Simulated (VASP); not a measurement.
Wanted: the native input for a VASP 6.6.1 run.

| Property | Result |
| --- | --- |
| Task | single point |
| Functional | PBE |
| Potentials or basis | VASP PAW PBE potentials, release 64 (Cd, Ni, O) |
| Cutoff | 520 eV |
| k mesh | 6 × 6 × 4 |
| Occupations | gaussian, width 0.1 eV |
| Spin | collinear spin, ferromagnetic start |
| Starting moments | [0.0, 0.0, 0.0, 2.0, 0.0] μB |
| Dipole correction | no |
| Further INCAR settings | ALGO = Normal; EDIFF = 1e-06; NBANDS = 38 |

The structure of Cd3NiO lies in POSCAR:

```
Cd3NiO
1.0
    4.4580574600      0.0000000000      0.0000000000
   -2.2290287300      3.8607910100      0.0000000000
    0.0000000000      0.0000000000      6.3868823200
Cd Ni O
3 1 1
Direct
    0.5000000000      0.0000000000      0.5000000000
    0.0000000000      0.5000000000      0.5000000000
    0.5000000000      0.5000000000      0.5000000000
    0.0000000000      0.0000000000      0.5000000000
    0.0000000000      0.0000000000      0.0000000000
```

The cell was generated, and may not be a known phase.

One way to write it, as run:

INCAR

```
SYSTEM = Cd3NiO
PREC = Accurate ; ENCUT = 520
EDIFF = 1E-6 ; ISMEAR = 0
SIGMA = 0.1 ; LREAL = .FALSE.
LASPH = .TRUE. ; NELM = 150
ALGO = Normal ; ISIF = 2
LWAVE = .FALSE. ; LCHARG = .FALSE.
ISPIN = 2 ; MAGMOM = 0 0 0 2 0
LORBIT = 11 ; LMAXMIX = 4
GGA = PE ; NBANDS = 38
```

KPOINTS

```
Automatic mesh
0
G
  6 6 4
  0 0 0
```

Potentials or basis: VASP PAW PBE potentials, release 64 (Cd, Ni, O).

Launch:

```bash
$ cat potpaw_PBE.64/Cd/POTCAR potpaw_PBE.64/Ni/POTCAR potpaw_PBE.64/O/POTCAR > POTCAR
$ mpirun -np 1 vasp_std > vasp.out
```

It gave:

```yaml
Pressure: 71.7 GPa
Net_moment: 1.49 μB per cell
Site_moments: Cd +0.00; Ni +0.11; O +1.14 μB
Valence_electrons_inside_the_program's_atomic_spheres: Cd 11.18; Ni 10.01; O 4.64
```

Caveat: the stress differs along the axes, from -6 to 110 GPa; a cell with one magnetic atom can't hold antiferromagnetic order, which such compounds often take.

Wall time 3 min on 1 thread of Intel(R) Xeon(R) 6975P-C (Granite Rapids), with other jobs on the host, peak memory 0.36 GiB.
